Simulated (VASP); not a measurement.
Re:

```
Re
1.0
     2.40537    0.00000    0.00000
    -1.20268    2.08311    0.00000
     0.00000    0.00000    3.87990
Re
2
Direct
  0.33333 0.66667 0.25000
  0.66667 0.33333 0.75000
```

Base run:

```yaml
Program: VASP 6.6.1
Functional: PBE
Potentials_or_basis: VASP PAW PBE potentials, release 64 (Re)
Cutoff: 520 eV
k_mesh: 16 × 16 × 9
Occupations: fermi-dirac, width 0.08 eV
Spin: no spin polarisation
```

Its results: band gap on the k mesh zero (band 7 reaches 17.19 eV, above the bottom of band 8 at 11.17 eV); pressure 400.3 GPa.

Question: The run is repeated on the same cell with these changes: potentials or basis from VASP PAW PBE potentials, release 64 (Re) to VASP PAW PBE potentials, release 64 (Re_sv_GW); cutoff from 520 eV to 500 eV; further incar settings from ALGO = Normal; EDIFF = 1e-06; NBANDS = 14 to ALGO = Normal; EDIFF = 1e-06; NBANDS = 22; valence electrons from 14 to 30. What comes out?

Answer: Band gap on the k mesh zero (band 15 reaches 24.56 eV, above the bottom of band 16 at 18.75 eV); pressure 388.8 GPa.

Caveats: spin-orbit coupling is left out, which moves the levels of the heavy elements.
